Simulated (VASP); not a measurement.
# Fe (P6_3/mmc) in VASP: further runs

The runs below take Fe through single point, with PBE.

Program: VASP 6.6.1. These are calculated values, not measurements. Logs are shortened: lines on timing, memory, paths and dates and some standing lists are left out, and cuts for length are marked.

**1. The cell of the first run**

It takes space group P6_3/mmc (No. 194, hexagonal). The conventional cell has a = 2.434 Å, b = 2.434 Å, c = 3.842 Å, α = 90.00°, β = 90.00°, γ = 120.00°. Within 3.1 Å of Fe (site symmetry -6m2) lie 12 Fe at 2.38 to 2.43 Å.

This isn't the form of Fe at room conditions, which is bcc.

**2. Single point, PBE, collinear spin, ferromagnetic start**

Input file INCAR:

```
SYSTEM = Fe
  PREC = Accurate
  ENCUT = 690
  EDIFF = 1E-6
  ISMEAR = -1
  SIGMA = 0.05
  LREAL = .False.
  LASPH = .True.
  NELM = 200
  ALGO = Normal
  ISIF = 2
  LWAVE = .False.
  LCHARG = .False.
  ISPIN = 2
  MAGMOM = 0.75 0.75
  LORBIT = 11
  NUPDOWN = 1.5
  LMAXMIX = 4
  GGA = PE
  NBANDS = 27
  GGA_COMPAT = .False.
```

Input file KPOINTS:

```
regular mesh
0
Gamma
  10 10 6
  0 0 0
```

Input file POSCAR:

```
Fe
1.0
    2.4341575853      0.0000000000      0.0000000000
   -1.2170787927      2.1080423057      0.0000000000
    0.0000000000      0.0000000000      3.8419344700
Fe
2
Direct
    0.6666666667      0.3333333333      0.7500000000
    0.3333333333      0.6666666667      0.2500000000
```

Potentials or basis: VASP PAW PBE potentials, release 64 (Fe_sv).

Command:

```sh
$ cat potpaw_PBE.64/Fe_sv/POTCAR > POTCAR
$ mpirun -np 1 vasp_std > vasp.out
```

OUTCAR:

```text
SYSTEM = Fe
   PREC = Accurate
   ENCUT = 690
   EDIFF = 1E-6
   ISMEAR = -1
   LREAL = .False.
   LASPH = .True.
   NELM = 200
   ISIF = 2
   ISPIN = 2
   LORBIT = 11
   NUPDOWN = 1.5
   GGA = PE

 ion  position               nearest neighbor table
   1  0.667  0.333  0.750-   2 2.38   2 2.38   2 2.38   2 2.38   2 2.38   2 2.38
   2  0.333  0.667  0.250-   1 2.38   1 2.38   1 2.38   1 2.38   1 2.38   1 2.38

  LATTYP: Found a hexagonal cell.
 ALAT       =     2.4341575853
 C/A-ratio  =     1.5783425417

  Lattice vectors:

 A1 = (   2.4341575853,   0.0000000000,   0.0000000000)
 A2 = (  -1.2170787927,   2.1080423057,   0.0000000000)
 A3 = (   0.0000000000,   0.0000000000,   3.8419344700)

Analysis of symmetry for initial positions (statically):
=====================================================================
 Subroutine PRICEL returns:
 Original cell was already a primitive cell.

 Routine SETGRP: Setting up the symmetry group for a
 hexagonal supercell.

 Subroutine GETGRP returns: Found 24 space group operations
 (whereof 12 operations were pure point group operations)
 out of a pool of 24 trial point group operations.

The static configuration has the point symmetry D_3d.
 The point group associated with its full space group is D_6h.

Analysis of symmetry for dynamics (positions and initial velocities):
=====================================================================
 Subroutine PRICEL returns:
 Original cell was already a primitive cell.

 Routine SETGRP: Setting up the symmetry group for a
 hexagonal supercell.

 Subroutine GETGRP returns: Found 24 space group operations
 (whereof 12 operations were pure point group operations)
 out of a pool of 24 trial point group operations.

The dynamic configuration has the point symmetry D_3d.
 The point group associated with its full space group is D_6h.

Analysis of structural, dynamic, and magnetic symmetry:
=====================================================================
 Subroutine PRICEL returns:
 Original cell was already a primitive cell.

 Routine SETGRP: Setting up the symmetry group for a
 hexagonal supercell.

 Subroutine GETGRP returns: Found 24 space group operations
 (whereof 12 operations were pure point group operations)
 out of a pool of 24 trial point group operations.

The overall configuration has the point symmetry D_3d.
 The point group associated with its full space group is D_6h.

 Subroutine INISYM returns: Found 24 space group operations
 (whereof 12 operations are pure point group operations),
 and found     1 'primitive' translations

----------------------------------------------------------------------------------------

                                     Primitive cell

  volume of cell :      19.7141

  direct lattice vectors                    reciprocal lattice vectors
     2.434157585  0.000000000  0.000000000     0.410819746  0.237186891  0.000000000
    -1.217078793  2.108042306  0.000000000     0.000000000  0.474373781  0.000000000
     0.000000000  0.000000000  3.841934470     0.000000000  0.000000000  0.260285543

  length of vectors
     2.434157585  2.434157585  3.841934470     0.474373781  0.474373781  0.260285543

  position of ions in fractional coordinates (direct lattice)
     0.666666667  0.333333333  0.750000000
     0.333333333  0.666666667  0.250000000

  ion indices of the primitive-cell ions
   primitive index   ion index
                 1           1
                 2           2

----------------------------------------------------------------------------------------

 KPOINTS: regular mesh

Automatic generation of k-mesh.
 Grid dimensions read from file:
 generate k-points for:   10   10    6

 Generating k-lattice:

  Cartesian coordinates                     Fractional coordinates (reciprocal lattice)
     0.041081975  0.023718689  0.000000000     0.100000000  0.000000000  0.000000000
     0.000000000  0.047437378  0.000000000     0.000000000  0.100000000  0.000000000
     0.000000000  0.000000000  0.043380924     0.000000000  0.000000000  0.166666667

  Length of vectors
     0.047437378  0.047437378  0.043380924

  Shift w.r.t. Gamma in fractional coordinates (k-lattice)
     0.000000000  0.000000000  0.000000000

 Subroutine IBZKPT returns following result:
 ===========================================

 Found     56 irreducible k-points:

 Following reciprocal coordinates:
            Coordinates               Weight
  0.000000  0.000000  0.000000      1.000000
  0.100000 -0.000000  0.000000      6.000000
  0.200000 -0.000000  0.000000      6.000000
  0.300000  0.000000  0.000000      6.000000
  0.400000  0.000000  0.000000      6.000000
  0.500000  0.000000  0.000000      3.000000
[... 16 lines left out ...]
  0.300000  0.100000  0.166667     24.000000
  0.400000  0.100000  0.166667     24.000000
 [... further k-points ...]
   k-points           NKPTS =     56   k-points in BZ     NKDIM =     56   number of bands    NBANDS=     27
   number of dos      NEDOS =    301   number of ions     NIONS =      2
   total plane-waves  NPLWV =  20736
   dimension x,y,z NGX =    24 NGY =   24 NGZ =   36
   dimension x,y,z NGXF=    48 NGYF=   48 NGZF=   72
   ions per type =               2
   NGX,Y,Z   is equivalent  to a cutoff of  16.39, 16.39, 15.58 a.u.
   NGXF,Y,Z  is equivalent  to a cutoff of  32.78, 32.78, 31.16 a.u.
 SYSTEM =  Fe
   PREC   = accura    normal or accurate (medium, high low for compatibility)
   ISTART =      0    job   : 0-new  1-cont  2-samecut
   ICHARG =      2    charge: 1-file 2-atom 10-const
   ISPIN  =      2    spin polarized calculation?
   LNONCOLLINEAR =      F non collinear calculations
   LSORBIT =      F    spin-orbit coupling
   LASPH  =      T    aspherical Exc in radial PAW
   ENCUT  =  690.0 eV  50.71 Ry    7.12 a.u.   5.21  5.21  8.23*2*pi/ulx,y,z
   NELM   =    200;   NELMIN=  2; NELMDL= -5     # of ELM steps
   EDIFF  = 0.1E-05   stopping-criterion for ELM
   LREAL  =      F    real-space projection
   EDIFFG = 0.1E-04   stopping-criterion for IOM
   NSW    =      0    number of steps for IOM
   IBRION =     -1    ionic relax: 0-MD 1-quasi-New 2-CG
   NFREE  =      0    steps in history (QN), initial steepest desc. (CG)
   ISIF   =      2    stress and relaxation
   ISYM   =      2    0-nonsym 1-usesym 2-fastsym
   POTIM  = 0.5000    time-step for ionic-motion
   TEBEG  =    0.0;   TEEND  =   0.0 temperature during run
   PSTRESS=    0.0 pullay stress
   NELECT =      32.0000    total number of electrons
   NUPDOWN=       1.5000    fix difference up-down
   EMIN   =  10.00;   EMAX   =-10.00  energy-range for DOS
   EFERMI =   0.00;   METHOD = LEGACY
   ISMEAR =    -1;   SIGMA  =   0.05  broadening in eV -4-tet -1-fermi 0-gaus
   EFERMI_NEDOS =   21; number of points for ismear=-14 and -15
   IALGO  =     38    algorithm
   IMIX   =      4    mixing-type and parameters
     AMIX     =   0.40;   BMIX     =  1.00
     AMIX_MAG =   1.60;   BMIX_MAG =  1.00
  volume/ion in A,a.u.               =       9.86        66.52
  Fermi-wavevector in a.u.,A,eV,Ry     =   1.923972  3.635781 50.364275  3.701670
  Thomas-Fermi vector in A             =   2.957694
   LORBIT       =     11    0 simple, 1 ext, 2 COOP (PROOUT), +10 PAW based schemes
   GGA     = PE    functional components
   LHFCALC =     F    Hartree Fock is set to
   AEXX    =    0.0000 exact exchange contribution
   IVDW    =     0    specifies the selected vdW correction
   LEPSILON=     F    determine dielectric tensor
   LRPA    =     F    only Hartree local field effects (RPA)
 spin polarized calculation
  energy-cutoff  :      690.00
  volume of cell :       19.71
 maximum number of plane-waves:       820
 NGX is ok and might be reduce to    24
   NGX = 11   NGY = 11   NGZ = 17

 number of electron      31.9999990 magnetization       1.4999999

 Free energy of the ion-electron system (eV)
  ---------------------------------------------------
  ext. energy  EPLUGINS =         0.00000000
  ---------------------------------------------------
  free energy    TOTEN  =       -16.39331808 eV

  energy without entropy =      -16.36498259  energy(sigma->0) =      -16.37915034

 E-fermi :  14.3170     XC(G=0): -14.6512

 val. band max:       14.7131325636   @ k =   0.1000  -0.0000   0.5000
 cond. band min:      14.3359325095   @ k =   0.4000   0.0000   0.5000
 fundamental gap:     -0.3772000542
 Fermi energy:        14.7435920361

 spin component 1

 k-point     1 :       0.0000    0.0000    0.0000
  band No.  band energies     occupation
      1     -73.1447      1.00000
      2     -72.9909      1.00000
      3     -39.4869      1.00000
      4     -38.9144      1.00000
      5     -38.9144      1.00000
      6     -38.8064      1.00000
[... 19 lines left out ...]
     26      40.8888      0.00000
     27      41.8850      0.00000
[... 661 lines left out ...]
 k-point    24 :       0.4000    0.1000    0.1667
  band No.  band energies     occupation
      1     -73.0118      1.00000
      2     -72.9681      1.00000
      3     -39.3890      1.00000
      4     -39.2784      1.00000
      5     -39.1311      1.00000
      6     -39.0549      1.00000
[... 19 lines left out ...]
     26      35.2045      0.00000
     27      40.3427      0.00000

 [... further k-points ...]

 spin component 2

 k-point     1 :       0.0000    0.0000    0.0000
  band No.  band energies     occupation
      1     -72.2552      1.00000
      2     -72.0970      1.00000
      3     -38.6723      1.00000
      4     -38.0213      1.00000
      5     -38.0213      1.00000
      6     -37.9238      1.00000
[... 19 lines left out ...]
     26      41.1555      0.00000
     27      42.1381      0.00000
[... 661 lines left out ...]
 k-point    24 :       0.4000    0.1000    0.1667
  band No.  band energies     occupation
      1     -72.1186      1.00000
      2     -72.0737      1.00000
      3     -38.5233      1.00000
      4     -38.4049      1.00000
      5     -38.2875      1.00000
      6     -38.1722      1.00000
[... 19 lines left out ...]
     26      35.3800      0.00000
     27      40.5115      0.00000

 [... further k-points ...]

------------------------ aborting loop because EDIFF is reached ----------------------------------------

  FORCE on cell =-STRESS in cart. coord.  units (eV):
  Direction    XX          YY          ZZ          XY          YZ          ZX
  --------------------------------------------------------------------------------------
  -------------------------------------------------------------------------------------
  Total        1.5218247      1.5218247      2.2365357     -0.0000000      0.0000000      0.0000000
  in kB      123.6793642    123.6793642    181.7642437     -0.0000000      0.0000000      0.0000000
  external PRESSURE =     143.0409907 kB  Pullay stress =       0.0000000 kB

 VOLUME and BASIS-vectors are now :
 -----------------------------------------------------------------------------
  energy-cutoff  :      690.00
  volume of cell :       19.71
      direct lattice vectors                 reciprocal lattice vectors
     2.434157585  0.000000000  0.000000000     0.410819746  0.237186891  0.000000000
    -1.217078793  2.108042306  0.000000000     0.000000000  0.474373781  0.000000000
     0.000000000  0.000000000  3.841934470     0.000000000  0.000000000  0.260285543

 POSITION                                       TOTAL-FORCE (eV/Angst)
 -----------------------------------------------------------------------------------
      1.21708      0.70268      2.88145         0.000000     -0.000000      0.000000
     -0.00000      1.40536      0.96048        -0.000000      0.000000      0.000000
 -----------------------------------------------------------------------------------
    total drift:                               -0.000000      0.000000     -0.000000

  FREE ENERGIE OF THE ION-ELECTRON SYSTEM (eV)
  ---------------------------------------------------
  free  energy   TOTEN  =       -16.3933180794 eV

  energy  without entropy=      -16.3649825915  energy(sigma->0) =      -16.37915034

 total charge

# of ion       s       p       d       tot
------------------------------------------
    1        2.213   6.062   5.558  13.834
    2        2.213   6.062   5.558  13.834
--------------------------------------------------
tot          4.427  12.125  11.117  27.669

 magnetization (x)

# of ion       s       p       d       tot
------------------------------------------
    1       -0.001   0.000   0.740   0.739
    2       -0.001   0.000   0.740   0.739
--------------------------------------------------
tot         -0.002   0.000   1.480   1.478
```

It took 29 s on 1 thread of Intel Xeon 6975P-C (Granite Rapids), shared host; peak memory 0.2 GiB.

Results:

* Free energy: -16.3933 eV
* Pressure: 14.3 GPa
* Net moment: 1.50 μB per cell
* Site moments: Fe +0.74 μB
* Valence electrons inside the program's atomic spheres: Fe 13.83

Caveat: the stress differs along the axes, from 12 to 18 GPa; the total moment is fixed, so each spin has its own Fermi level and the state may be an excited one.

**3. Single point, PBE, collinear spin, ferromagnetic start**

Input file INCAR:

```
SYSTEM = Fe
ALGO = Normal ; EDIFF = 1E-6
ENCUT = 690 ; GGA = PE
GGA_COMPAT = .FALSE. ; ISIF = 2
ISMEAR = 0 ; ISPIN = 2
LASPH = .TRUE. ; LCHARG = .TRUE.
LELF = .TRUE. ; LMAXMIX = 4
LORBIT = 11 ; LREAL = .FALSE.
LVHAR = .TRUE. ; LWAVE = .FALSE.
MAGMOM = 3 3 ; NBANDS = 27
NELM = 200 ; PREC = Accurate
SIGMA = 0.013000000000000001
```

Input file KPOINTS:

```
k-points
0
G
  12 12 7
  0 0 0
```

POSCAR is that of step 2.

Potentials or basis: VASP PAW PBE potentials, release 64 (Fe_sv).

Command:

```sh
$ cat potpaw_PBE.64/Fe_sv/POTCAR > POTCAR
$ mpirun -np 1 vasp_std > vasp.out
```

OUTCAR:

```text
SYSTEM = Fe
   EDIFF = 1E-6
   ENCUT = 690
   GGA = PE
   ISIF = 2
   ISMEAR = 0
   ISPIN = 2
   LASPH = .TRUE.
   LORBIT = 11
   LREAL = .FALSE.
   NELM = 200
   PREC = Accurate

 ion  position               nearest neighbor table
   1  0.667  0.333  0.750-   2 2.38   2 2.38   2 2.38   2 2.38   2 2.38   2 2.38
   2  0.333  0.667  0.250-   1 2.38   1 2.38   1 2.38   1 2.38   1 2.38   1 2.38

  LATTYP: Found a hexagonal cell.
 ALAT       =     2.4341575853
 C/A-ratio  =     1.5783425417

  Lattice vectors:

 A1 = (   2.4341575853,   0.0000000000,   0.0000000000)
 A2 = (  -1.2170787927,   2.1080423057,   0.0000000000)
[... 1659 lines left out ...]
 VOLUME and BASIS-vectors are now :
 -----------------------------------------------------------------------------
  energy-cutoff  :      690.00
  volume of cell :       19.71
      direct lattice vectors                 reciprocal lattice vectors
     2.434157585  0.000000000  0.000000000     0.410819746  0.237186891  0.000000000
    -1.217078793  2.108042306  0.000000000     0.000000000  0.474373781  0.000000000
     0.000000000  0.000000000  3.841934470     0.000000000  0.000000000  0.260285543

 POSITION                                       TOTAL-FORCE (eV/Angst)
 -----------------------------------------------------------------------------------
      1.21708      0.70268      2.88145         0.000000      0.000000      0.000000
     -0.00000      1.40536      0.96048        -0.000000     -0.000000      0.000000
 -----------------------------------------------------------------------------------
    total drift:                               -0.000000      0.000000     -0.000000

  FREE ENERGIE OF THE ION-ELECTRON SYSTEM (eV)
  ---------------------------------------------------
  free  energy   TOTEN  =       -16.5500665827 eV

  energy  without entropy=      -16.5498360611  energy(sigma->0) =      -16.54995132

 total charge

# of ion       s       p       d       tot
------------------------------------------
    1        2.213   6.063   5.555  13.830
    2        2.213   6.063   5.555  13.830
--------------------------------------------------
tot          4.425  12.125  11.110  27.661

 magnetization (x)

# of ion       s       p       d       tot
------------------------------------------
    1       -0.000   0.000   0.000   0.000
    2       -0.000   0.000   0.000   0.000
--------------------------------------------------
tot         -0.000   0.000   0.001   0.001
```

OSZICAR:

```text
N       E                     dE             d eps       ncg     rms          rms(c)
DAV:   1     0.739799888513E+03    0.73980E+03   -0.22856E+04  8320   0.247E+03
DAV:   2     0.332578150351E+02   -0.70654E+03   -0.67898E+03  8223   0.741E+02
DAV:   3    -0.160385011912E+02   -0.49296E+02   -0.48317E+02  8923   0.250E+02
DAV:   4    -0.175078861557E+02   -0.14694E+01   -0.14685E+01  9630   0.513E+01
DAV:   5    -0.175741206264E+02   -0.66234E-01   -0.66232E-01  9672   0.111E+01    0.241E+01
DAV:   6    -0.163278513116E+02    0.12463E+01   -0.95703E+00  8734   0.648E+01    0.903E+00
DAV:   7    -0.164338101475E+02   -0.10596E+00   -0.11838E+00  9289   0.227E+01    0.637E+00
DAV:   8    -0.165004453470E+02   -0.66635E-01   -0.42887E-02 11664   0.310E+00    0.281E+00
DAV:   9    -0.165453811213E+02   -0.44936E-01   -0.23761E-02 10926   0.228E+00    0.128E+00
DAV:  10    -0.165499163999E+02   -0.45353E-02   -0.96685E-03  9771   0.166E+00    0.307E-01
DAV:  11    -0.165500186971E+02   -0.10230E-03   -0.85209E-04  9368   0.441E-01    0.150E-01
DAV:  12    -0.165500608465E+02   -0.42149E-04   -0.72876E-05 10777   0.119E-01    0.312E-02
DAV:  13    -0.165500656821E+02   -0.48357E-05   -0.94451E-06  8861   0.532E-02    0.874E-03
DAV:  14    -0.165500665827E+02   -0.90059E-06   -0.72179E-07  5100   0.142E-02
   1 F= -.16550067E+02 E0= -.16549951E+02  d E =-.230522E-03  mag=     0.0000
```

Wall time 2.6 min (1 thread of Intel Xeon Platinum 8175M at 2.50GHz (Skylake/Cascade Lake), shared host); peak memory 0.22 GiB.

Results:

```yaml
Free_energy: -16.5501 eV
Pressure: 8.6 GPa
Band_gap_on_the_k_mesh: zero (filled and empty bands overlap)
Net_moment: 0.00 μB per cell
Valence_electrons_inside_the_program's_atomic_spheres: Fe 13.83
```

Stress tensor (GPa, compression positive):
```
 7.79  0.00  0.00
 0.00  7.79  0.00
 0.00  0.00 10.10
```

Caveat: the cell stands under pressure; the moments typed at the start vanished in this run.

**4. Single point, PBE, collinear spin, zero start**

Input file INCAR:

```
SYSTEM = Fe
PREC = Accurate
ENCUT = 690
EDIFF = 1E-6
ISMEAR = -1
SIGMA = 0.05
LREAL = .False.
LASPH = .True.
NELM = 200
ALGO = Normal
ISIF = 2
LWAVE = .False.
LCHARG = .True.
ISPIN = 2
MAGMOM = 0 0
LORBIT = 11
NUPDOWN = 0.0
LMAXMIX = 4
GGA = PE
LELF = .True.
LVHAR = .True.
NBANDS = 27
GGA_COMPAT = .False.
```

Input file KPOINTS:

```
Automatic mesh
0
Gamma
  10 10 6
  0 0 0
```

POSCAR is that of step 3.

Command:

```sh
$ cat potpaw_PBE.64/Fe_sv/POTCAR > POTCAR
$ mpirun -np 1 vasp_std > vasp.out
```

Run time: 61 s. Hardware: 1 thread of Intel Xeon Platinum 8259CL at 2.50GHz (Skylake/Cascade Lake), shared host; peak memory 0.2 GiB.

Results (log left out):

```
Free energy                                           : -16.5461 eV
Pressure                                              : 8.6 GPa
Net moment                                            : 0.00 μB per cell
Valence electrons inside the program's atomic spheres : Fe 13.83
```

Stress tensor (GPa, compression positive):
```
8.91 0.00 0.00
0.00 8.91 0.00
0.00 0.00 7.98
```

Caveat: the cell stands under pressure; the total moment is fixed, so each spin has its own Fermi level.

The gap in the log of VASP goes by the Fermi energy; the results here count the filled bands.